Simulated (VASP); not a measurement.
# Hf (I4/mmm) in VASP: notebook, part 2 of 2

VASP 6.6.1. Earlier steps stand in the parts before.

## (4) Single point, PBE (strain +0.000 along x and y, +0.030 along z)

INCAR reads:

```
PREC = Accurate ; ENCUT = 520
EDIFF = 1E-6 ; ISMEAR = 0
SIGMA = 0.15 ; LREAL = False
LASPH = True ; NELM = 80
ALGO = Normal ; ISIF = 2
LWAVE = False ; LCHARG = True
GGA = PE ; LELF = True
LVHAR = True ; NBANDS = 11
```

KPOINTS reads:

```
Automatic mesh
0
Gamma
  18 18 18
```

POSCAR reads:

```
Hf
1.0
   -1.8050000000      1.8050000000      1.8591500000
    1.8050000000     -1.8050000000      1.8591500000
    1.8050000000      1.8050000000     -1.8591500000
Hf
1
Direct
    0.0000000000      0.0000000000      0.0000000000
```

Potentials or basis: VASP PAW PBE potentials, release 64 (Hf_pv).

Command:

```bash
$ cat potpaw_PBE.64/Hf_pv/POTCAR > POTCAR
$ mpirun -np 1 vasp_std > vasp.out
```

OUTCAR:

```text
PREC = Accurate
   ENCUT = 520
   EDIFF = 1E-6
   ISMEAR = 0
   LREAL = False
   LASPH = True
   NELM = 80
   ISIF = 2
   GGA = PE

 ion  position               nearest neighbor table
   1  0.000  0.000  0.000-

  LATTYP: Found a body centered tetragonal cell.
 ALAT       =     3.6100000000
 C/A-ratio  =     1.0300000000

  Lattice vectors:

 A1 = (  -1.8050000000,   1.8050000000,   1.8591500000)
 A2 = (   1.8050000000,  -1.8050000000,   1.8591500000)
 A3 = (   1.8050000000,   1.8050000000,  -1.8591500000)

Analysis of symmetry for initial positions (statically):
=====================================================================
 Subroutine PRICEL returns:
 Original cell was already a primitive cell.

 Routine SETGRP: Setting up the symmetry group for a
 body centered tetragonal supercell.

 Subroutine GETGRP returns: Found 16 space group operations
 (whereof 16 operations were pure point group operations)
 out of a pool of 16 trial point group operations.

The static configuration has the point symmetry D_4h.

Analysis of symmetry for dynamics (positions and initial velocities):
[... 161 lines left out ...]
 val. band max:        4.0599143993   @ k =  -0.0556  -0.3889   0.0556
 cond. band min:       4.0643374285   @ k =  -0.1111   0.3889   0.0556
 fundamental gap:      0.0044230292
 Fermi energy:         4.0631776391

 k-point     1 :       0.0000    0.0000    0.0000
  band No.  band energies     occupation
      1     -26.0958      2.00000
      2     -26.0953      2.00000
      3     -26.0953      2.00000
      4      -2.7209      2.00000
      5       5.4206      0.00000
      6       5.4206      0.00000
      7       5.7126      0.00000
      8       7.8600      0.00000
      9       8.2579      0.00000
     10      16.6766      0.00000
     11      17.1145      0.00000
[... 309 lines left out ...]
 k-point    24 :      -0.2222    0.0556   -0.0000
  band No.  band energies     occupation
      1     -26.3191      2.00000
      2     -26.1603      2.00000
      3     -26.1032      2.00000
      4      -1.4610      2.00000
      5       4.8139      0.00000
      6       4.8811      0.00000
      7       6.8383      0.00000
      8       7.3613      0.00000
      9       8.2271      0.00000
     10      17.0065      0.00000
     11      17.4798      0.00000

 [... further k-points ...]
[... 5 lines left out ...]
  --------------------------------------------------------------------------------------
  -------------------------------------------------------------------------------------
  Total       -1.2086809     -1.2086809     -0.9995586      0.0000000      0.0000000      0.0000000
  in kB      -79.9269824    -79.9269824    -66.0982567      0.0000000      0.0000000      0.0000000
  external PRESSURE =     -75.3174072 kB  Pullay stress =       0.0000000 kB

 VOLUME and BASIS-vectors are now :
 -----------------------------------------------------------------------------
  energy-cutoff  :      520.00
  volume of cell :       24.23
      direct lattice vectors                 reciprocal lattice vectors
    -1.805000000  1.805000000  1.859150000     0.000000000  0.277008310  0.268940107
     1.805000000 -1.805000000  1.859150000     0.277008310  0.000000000  0.268940107
     1.805000000  1.805000000 -1.859150000     0.277008310  0.277008310  0.000000000

 POSITION                                       TOTAL-FORCE (eV/Angst)
 -----------------------------------------------------------------------------------
      0.00000      0.00000      0.00000         0.000000     -0.000000      0.000000
 -----------------------------------------------------------------------------------
    total drift:                               -0.000000      0.000000      0.000000

  FREE ENERGIE OF THE ION-ELECTRON SYSTEM (eV)
  ---------------------------------------------------
  free  energy   TOTEN  =        -9.7056159262 eV

  energy  without entropy=       -9.6805011826  energy(sigma->0) =       -9.69305855
```

OSZICAR:

```text
N       E                     dE             d eps       ncg     rms          rms(c)
DAV:   1     0.127389750491E+02    0.12739E+02   -0.56608E+03 10616   0.829E+02
DAV:   2    -0.961304009389E+01   -0.22352E+02   -0.21605E+02 13370   0.153E+02
DAV:   3    -0.101057815565E+02   -0.49274E+00   -0.48489E+00 13385   0.153E+01
DAV:   4    -0.101080253289E+02   -0.22438E-02   -0.22432E-02 11989   0.124E+00
DAV:   5    -0.101080404602E+02   -0.15131E-04   -0.15131E-04 13200   0.891E-02    0.437E+01
DAV:   6    -0.980340848745E+01    0.30463E+00   -0.26699E-01 11748   0.375E+00    0.250E+01
DAV:   7    -0.970997603445E+01    0.93432E-01   -0.34934E-01 12093   0.412E+00    0.107E+00
DAV:   8    -0.970563910002E+01    0.43369E-02   -0.23605E-02 11796   0.111E+00    0.212E-01
DAV:   9    -0.970561003638E+01    0.29064E-04   -0.37764E-04 13120   0.171E-01    0.553E-02
DAV:  10    -0.970561623690E+01   -0.62005E-05   -0.33757E-05 12810   0.444E-02    0.311E-02
DAV:  11    -0.970561592623E+01    0.31067E-06   -0.40488E-06 12690   0.148E-02
   1 F= -.97056159E+01 E0= -.96930586E+01  d E =-.251147E-01
```

stdout:

```text
POSCAR found type information on POSCAR Hf
 POSCAR found :  1 types and       1 ions
 scaLAPACK will be used
 LDA part: xc-table for (Slater+PW92), standard interpolation
 POSCAR, INCAR and KPOINTS ok, starting setup
 FFT: planning ... GRIDC
 FFT: planning ... GRID_SOFT
 FFT: planning ... GRID
 WAVECAR not read
 entering main loop
```

Wall time 26 s (1 thread of Intel Xeon 6975P-C (Granite Rapids), shared host); peak memory 0.24 GiB.

What came out:

```yaml
Free_energy: -9.7056 eV
Pressure: -7.5 GPa
Band_gap_on_the_k_mesh: zero (bands 5 and 6 overlap by 2.04 eV)
```

Levels at points of the mesh, in eV from the Fermi level:
```csv
k point,band 3,band 4,band 5,band 6,band 7,band 8
"(0.00, 0.00, 0.00)",-30.16,-6.78,1.36,1.36,1.65,3.80
"(0.50, 0.00, 0.00)",-30.16,-3.17,-0.27,0.74,3.63,4.70
"(0.50, 0.50, 0.00)",-30.17,-3.12,-0.58,0.90,4.05,4.85
"(0.50, 0.50, 0.50)",-30.59,-2.30,-2.22,6.12,6.18,6.21
```

Caveat: the cell differs from its parent crystal (strain +0.000 along x and y, +0.030 along z); the cell stands under tension; spin-orbit coupling is left out, which moves the levels of the heavy elements.

## (5) Overview

```csv
cell,gap on the mesh (eV),pressure (GPa)
"a = 3.064 Å, angles 110.3, 110.3, 107.8°, 1 atom",none,0.4
"a = 3.095 Å, angles 108.7, 108.7, 111.1°, 1 atom",none,-2.5
"a = 3.158 Å, angles 110.3, 110.3, 107.9°, 1 atom",none,-7.5
```

Alike in all rows: task single point; level PBE; potentials or basis VASP PAW PBE potentials, release 64 (Hf_pv); no spin polarisation; k mesh 18 × 18 × 18; cutoff (eV) 520; smearing gaussian 0.15 eV.

Caveats: spin-orbit coupling is left out, which moves the levels of the heavy elements; the cell stands under tension (at least some runs).

Total energies depend on the potentials used, so only differences within one code and one set of settings carry meaning.
